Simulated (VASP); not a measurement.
# Rh (P6_3/mmc) in VASP: a series of runs

Rh is run at these levels: r2SCAN; tasks: single point.

Program: VASP 6.6.1. These are calculated values, not measurements. Logs are shortened: lines on timing, memory, paths and dates and some standing lists are left out, and cuts for length are marked.

### Step 1. The cell of the first run

The structure is hexagonal, space group P6_3/mmc (No. 194). The conventional cell has a = 2.713 Å, b = 2.713 Å, c = 4.399 Å, α = 90.00°, β = 90.00°, γ = 120.00°. Within 3.6 Å of Rh (site symmetry -6m2) lie 12 Rh at 2.70 to 2.71 Å.

### Step 2. Single point, r2SCAN

File POSCAR:

```
Rh
1.0
    2.7126497715      0.0000000000      0.0000000000
   -1.3563248858      2.3492236138      0.0000000000
    0.0000000000      0.0000000000      4.3987667018
Rh
2
Direct
    0.3333333333      0.6666666667      0.2500000000
    0.6666666667      0.3333333333      0.7500000000
```

File INCAR.step1:

```
SYSTEM = Rh
  PREC = Accurate
  ENCUT = 520
  ISMEAR = -1
  SIGMA = 0.05
  LREAL = .False.
  LASPH = .True.
  NELM = 60
  NBANDS = 22
  GGA = PE
  ALGO = Normal
  EDIFF = 1E-4
  LWAVE = .True.
  LCHARG = .False.
```

File INCAR.step2:

```
SYSTEM = Rh
  PREC = Accurate
  ENCUT = 520
  EDIFF = 1E-7
  ISMEAR = -1
  SIGMA = 0.05
  LREAL = .False.
  LASPH = .True.
  NELM = 60
  ALGO = Normal
  ISIF = 2
  LWAVE = .False.
  LCHARG = .True.
  METAGGA = R2SCAN
  LMIXTAU = .True.
  LELF = .True.
  LVHAR = .True.
  NBANDS = 22
  ISTART = 1
```

File KPOINTS:

```
regular mesh
0
Gamma
  11 11 6
  0 0 0
```

Potentials or basis: VASP PAW PBE potentials, release 64 (Rh_pv).

Launch:

```sh
cat potpaw_PBE.64/Rh_pv/POTCAR > POTCAR
cp INCAR.step1 INCAR
mpirun -np 1 vasp_std > vasp.out
cp INCAR.step2 INCAR
mpirun -np 1 vasp_std > vasp.out
```

OUTCAR:

```text
SYSTEM = Rh
   PREC = Accurate
   ENCUT = 520
   EDIFF = 1E-7
   ISMEAR = -1
   LREAL = .False.
   LASPH = .True.
   NELM = 60
   ISIF = 2
   METAGGA = R2SCAN
   ISTART = 1

 ion  position               nearest neighbor table
   1  0.333  0.667  0.250-   2 2.70   2 2.70   2 2.70   2 2.70   2 2.70   2 2.70
   2  0.667  0.333  0.750-   1 2.70   1 2.70   1 2.70   1 2.70   1 2.70   1 2.70

  LATTYP: Found a hexagonal cell.
 ALAT       =     2.7126497715
 C/A-ratio  =     1.6215756077

  Lattice vectors:

 A1 = (   2.7126497715,   0.0000000000,   0.0000000000)
 A2 = (  -1.3563248858,   2.3492236138,   0.0000000000)
 A3 = (   0.0000000000,   0.0000000000,   4.3987667018)

Analysis of symmetry for initial positions (statically):
=====================================================================
 Subroutine PRICEL returns:
 Original cell was already a primitive cell.

 Routine SETGRP: Setting up the symmetry group for a
 hexagonal supercell.

 Subroutine GETGRP returns: Found 24 space group operations
 (whereof 12 operations were pure point group operations)
 out of a pool of 24 trial point group operations.

The static configuration has the point symmetry D_3d.
 The point group associated with its full space group is D_6h.

Analysis of symmetry for dynamics (positions and initial velocities):
=====================================================================
 Subroutine PRICEL returns:
 Original cell was already a primitive cell.

 Routine SETGRP: Setting up the symmetry group for a
 hexagonal supercell.

 Subroutine GETGRP returns: Found 24 space group operations
 (whereof 12 operations were pure point group operations)
 out of a pool of 24 trial point group operations.

The dynamic configuration has the point symmetry D_3d.
 The point group associated with its full space group is D_6h.

 Subroutine INISYM returns: Found 24 space group operations
 (whereof 12 operations are pure point group operations),
 and found     1 'primitive' translations

----------------------------------------------------------------------------------------

                                     Primitive cell

  volume of cell :      28.0317

  direct lattice vectors                    reciprocal lattice vectors
     2.712649772  0.000000000  0.000000000     0.368643240  0.212836274  0.000000000
    -1.356324886  2.349223614  0.000000000     0.000000000  0.425672547  0.000000000
     0.000000000  0.000000000  4.398766702     0.000000000  0.000000000  0.227336449

  length of vectors
     2.712649772  2.712649772  4.398766702     0.425672547  0.425672547  0.227336449

  position of ions in fractional coordinates (direct lattice)
     0.333333333  0.666666667  0.250000000
     0.666666667  0.333333333  0.750000000

  ion indices of the primitive-cell ions
   primitive index   ion index
                 1           1
                 2           2

----------------------------------------------------------------------------------------

 KPOINTS: regular mesh

Automatic generation of k-mesh.
 Grid dimensions read from file:
 generate k-points for:   11   11    6

 Generating k-lattice:

  Cartesian coordinates                     Fractional coordinates (reciprocal lattice)
     0.033513022  0.019348752  0.000000000     0.090909091 -0.000000000  0.000000000
     0.000000000  0.038697504  0.000000000     0.000000000  0.090909091  0.000000000
     0.000000000  0.000000000  0.037889408     0.000000000  0.000000000  0.166666667

  Length of vectors
     0.038697504  0.038697504  0.037889408

  Shift w.r.t. Gamma in fractional coordinates (k-lattice)
     0.000000000  0.000000000  0.000000000

 Subroutine IBZKPT returns following result:
 ===========================================

 Found     64 irreducible k-points:

 Following reciprocal coordinates:
            Coordinates               Weight
  0.000000  0.000000  0.000000      1.000000
  0.090909  0.000000  0.000000      6.000000
  0.181818  0.000000  0.000000      6.000000
  0.272727  0.000000  0.000000      6.000000
  0.363636  0.000000  0.000000      6.000000
  0.454545  0.000000  0.000000      6.000000
[... 16 lines left out ...]
  0.090909  0.090909  0.166667     12.000000
  0.181818  0.090909  0.166667     24.000000
 [... further k-points ...]
   k-points           NKPTS =     64   k-points in BZ     NKDIM =     64   number of bands    NBANDS=     22
   number of dos      NEDOS =    301   number of ions     NIONS =      2
   total plane-waves  NPLWV =  14400
   dimension x,y,z NGX =    20 NGY =   20 NGZ =   36
   dimension x,y,z NGXF=    40 NGYF=   40 NGZF=   72
   ions per type =               2
   NGX,Y,Z   is equivalent  to a cutoff of  12.26, 12.26, 13.61 a.u.
   NGXF,Y,Z  is equivalent  to a cutoff of  24.51, 24.51, 27.21 a.u.
 SYSTEM =  Rh
   PREC   = accura    normal or accurate (medium, high low for compatibility)
   ISTART =      1    job   : 0-new  1-cont  2-samecut
   ICHARG =      0    charge: 1-file 2-atom 10-const
   ISPIN  =      1    spin polarized calculation?
   LNONCOLLINEAR =      F non collinear calculations
   LSORBIT =      F    spin-orbit coupling
   LASPH  =      T    aspherical Exc in radial PAW
   ENCUT  =  520.0 eV  38.22 Ry    6.18 a.u.   5.04  5.04  8.18*2*pi/ulx,y,z
   NELM   =     60;   NELMIN=  2; NELMDL=  0     # of ELM steps
   EDIFF  = 0.1E-06   stopping-criterion for ELM
   LREAL  =      F    real-space projection
   EDIFFG = 0.1E-05   stopping-criterion for IOM
   NSW    =      0    number of steps for IOM
   IBRION =     -1    ionic relax: 0-MD 1-quasi-New 2-CG
   NFREE  =      0    steps in history (QN), initial steepest desc. (CG)
   ISIF   =      2    stress and relaxation
   ISYM   =      2    0-nonsym 1-usesym 2-fastsym
   POTIM  = 0.5000    time-step for ionic-motion
   TEBEG  =    0.0;   TEEND  =   0.0 temperature during run
   PSTRESS=    0.0 pullay stress
   NELECT =      30.0000    total number of electrons
   NUPDOWN=      -1.0000    fix difference up-down
   EMIN   =  10.00;   EMAX   =-10.00  energy-range for DOS
   EFERMI =   0.00;   METHOD = LEGACY
   ISMEAR =    -1;   SIGMA  =   0.05  broadening in eV -4-tet -1-fermi 0-gaus
   EFERMI_NEDOS =   21; number of points for ismear=-14 and -15
   IALGO  =     38    algorithm
   IMIX   =      4    mixing-type and parameters
     AMIX     =   0.40;   BMIX     =  1.00
     AMIX_MAG =   1.60;   BMIX_MAG =  1.00
  volume/ion in A,a.u.               =      14.02        94.58
  Fermi-wavevector in a.u.,A,eV,Ry     =   1.674553  3.164446 38.152477  2.804128
  Thomas-Fermi vector in A             =   2.759328
   LORBIT       =      0    0 simple, 1 ext, 2 COOP (PROOUT), +10 PAW based schemes
   METAGGA = R2SCAN    functional components
   LHFCALC =     F    Hartree Fock is set to
   AEXX    =    0.0000 exact exchange contribution
   IVDW    =     0    specifies the selected vdW correction
   LEPSILON=     F    determine dielectric tensor
   LRPA    =     F    only Hartree local field effects (RPA)
 non-spin polarized calculation
  energy-cutoff  :      520.00
  volume of cell :       28.03
 maximum number of plane-waves:       772
   NGX = 11   NGY = 11   NGZ = 17

 number of electron      30.0000008 magnetization

 Free energy of the ion-electron system (eV)
  ---------------------------------------------------
  ext. energy  EPLUGINS =         0.00000000
  ---------------------------------------------------
  free energy    TOTEN  =       -48.18568524 eV

  energy without entropy =      -48.15769479  energy(sigma->0) =      -48.17169001

 E-fermi :  11.4699     XC(G=0): -15.0643

 val. band max:       11.4693088953   @ k =   0.1818   0.0000   0.3333
 cond. band min:      11.4743065496   @ k =   0.3636   0.0000   0.0000
 fundamental gap:      0.0049976543
 Fermi energy:        11.4699485620

 k-point     1 :       0.0000    0.0000    0.0000
  band No.  band energies     occupation
      1     -37.1064      2.00000
      2     -36.4530      2.00000
      3     -36.4530      2.00000
      4     -36.3567      2.00000
      5     -36.3465      2.00000
      6     -36.3465      2.00000
[... 14 lines left out ...]
     21      28.8137      0.00000
     22      28.8138      0.00000

 k-point     2 :       0.0909    0.0000    0.0000
  band No.  band energies     occupation
      1     -37.0872      2.00000
      2     -36.4968      2.00000
      3     -36.4671      2.00000
      4     -36.3919      2.00000
      5     -36.3646      2.00000
      6     -36.3535      2.00000
[... 14 lines left out ...]
     21      28.8134      0.00000
     22      28.8137      0.00000

 k-point     3 :       0.1818    0.0000    0.0000
  band No.  band energies     occupation
      1     -37.0328      2.00000
      2     -36.6143      2.00000
      3     -36.5115      2.00000
      4     -36.5039      2.00000
      5     -36.3885      2.00000
      6     -36.3734      2.00000
[... 14 lines left out ...]
     21      28.8133      0.00000
     22      28.8135      0.00000

 k-point     4 :       0.2727    0.0000    0.0000
  band No.  band energies     occupation
      1     -36.9529      2.00000
      2     -36.7685      2.00000
      3     -36.6637      2.00000
      4     -36.5503      2.00000
      5     -36.4286      2.00000
      6     -36.4007      2.00000
[... 14 lines left out ...]
     21      28.5609      0.00000
     22      28.8132      0.00000

 k-point     5 :       0.3636    0.0000    0.0000
  band No.  band energies     occupation
      1     -36.9103      2.00000
      2     -36.8634      2.00000
      3     -36.7994      2.00000
      4     -36.5918      2.00000
      5     -36.4812      2.00000
      6     -36.4267      2.00000
[... 14 lines left out ...]
     21      26.5603      0.00000
     22      27.6127      0.00000

 k-point     6 :       0.4545    0.0000    0.0000
  band No.  band energies     occupation
      1     -36.9944      2.00000
      2     -36.8783      2.00000
      3     -36.7931      2.00000
      4     -36.6160      2.00000
      5     -36.5296      2.00000
      6     -36.4424      2.00000
[... 14 lines left out ...]
     21      25.3493      0.00000
     22      26.4853      0.00000

 k-point     7 :       0.0909    0.0909    0.0000
  band No.  band energies     occupation
      1     -37.0504      2.00000
      2     -36.5688      2.00000
      3     -36.5174      2.00000
      4     -36.4517      2.00000
      5     -36.3805      2.00000
      6     -36.3734      2.00000
[... 324 lines left out ...]
      6     -36.4108      2.00000
[... 14 lines left out ...]
     21      28.8130      0.00000
     22      28.8361      0.00000

 k-point    21 :       0.3636    0.0000    0.1667
  band No.  band energies     occupation
      1     -36.9665      2.00000
      2     -36.8422      2.00000
      3     -36.7650      2.00000
      4     -36.5808      2.00000
      5     -36.4798      2.00000
      6     -36.4378      2.00000
[... 14 lines left out ...]
     21      27.0583      0.00000
     22      27.1120      0.00000

 k-point    22 :       0.4545    0.0000    0.1667
  band No.  band energies     occupation
      1     -37.0261      2.00000
      2     -36.9149      2.00000
      3     -36.7343      2.00000
      4     -36.6045      2.00000
      5     -36.5185      2.00000
      6     -36.4541      2.00000
[... 14 lines left out ...]
     21      25.9543      0.00000
     22      26.4463      0.00000

 k-point    23 :       0.0909    0.0909    0.1667
  band No.  band energies     occupation
      1     -37.0122      2.00000
      2     -36.5568      2.00000
      3     -36.5269      2.00000
      4     -36.4742      2.00000
      5     -36.3929      2.00000
      6     -36.3817      2.00000
[... 14 lines left out ...]
     21      28.8131      0.00000
     22      28.8133      0.00000

 k-point    24 :       0.1818    0.0909    0.1667
  band No.  band energies     occupation
      1     -36.9636      2.00000
      2     -36.6759      2.00000
      3     -36.6456      2.00000
      4     -36.5246      2.00000
      5     -36.4236      2.00000
      6     -36.4119      2.00000
[... 14 lines left out ...]
     21      28.2889      0.00000
     22      28.8138      0.00000

 [... further k-points ...]
[... 5 lines left out ...]
  --------------------------------------------------------------------------------------
  -------------------------------------------------------------------------------------
  Total       -0.5634906     -0.5634906     -0.8022939      0.0000000      0.0000000      0.0000000
  in kB      -32.2068489    -32.2068489    -45.8558845      0.0000000      0.0000000      0.0000000
  external PRESSURE =     -36.7565274 kB  Pullay stress =       0.0000000 kB

 VOLUME and BASIS-vectors are now :
 -----------------------------------------------------------------------------
  energy-cutoff  :      520.00
  volume of cell :       28.03
      direct lattice vectors                 reciprocal lattice vectors
     2.712649772  0.000000000  0.000000000     0.368643240  0.212836274  0.000000000
    -1.356324886  2.349223614  0.000000000     0.000000000  0.425672547  0.000000000
     0.000000000  0.000000000  4.398766702     0.000000000  0.000000000  0.227336449

 POSITION                                       TOTAL-FORCE (eV/Angst)
 -----------------------------------------------------------------------------------
     -0.00000      1.56615      1.09969         0.000000     -0.000000      0.000000
      1.35632      0.78307      3.29908        -0.000000      0.000000      0.000000
 -----------------------------------------------------------------------------------
    total drift:                                0.000000     -0.000000      0.000000

  FREE ENERGIE OF THE ION-ELECTRON SYSTEM (eV)
  ---------------------------------------------------
  free  energy   TOTEN  =       -48.1856852362 eV

  energy  without entropy=      -48.1576947885  energy(sigma->0) =      -48.17169001
```

Wall time 98 s (1 thread of Intel Xeon Platinum 8375C at 2.90GHz (Ice Lake), shared host); peak memory 0.16 GiB.

Results:

```
Free energy            : -48.1857 eV
Pressure               : -3.7 GPa
Band gap on the k mesh : zero (band 15 reaches 12.09 eV, above the bottom of band 16 at 9.73 eV)
```

Caveat: the PAW data sets were made with another functional, which shifts forces and pressure a little.

(Part 1 of 2 ends here.)
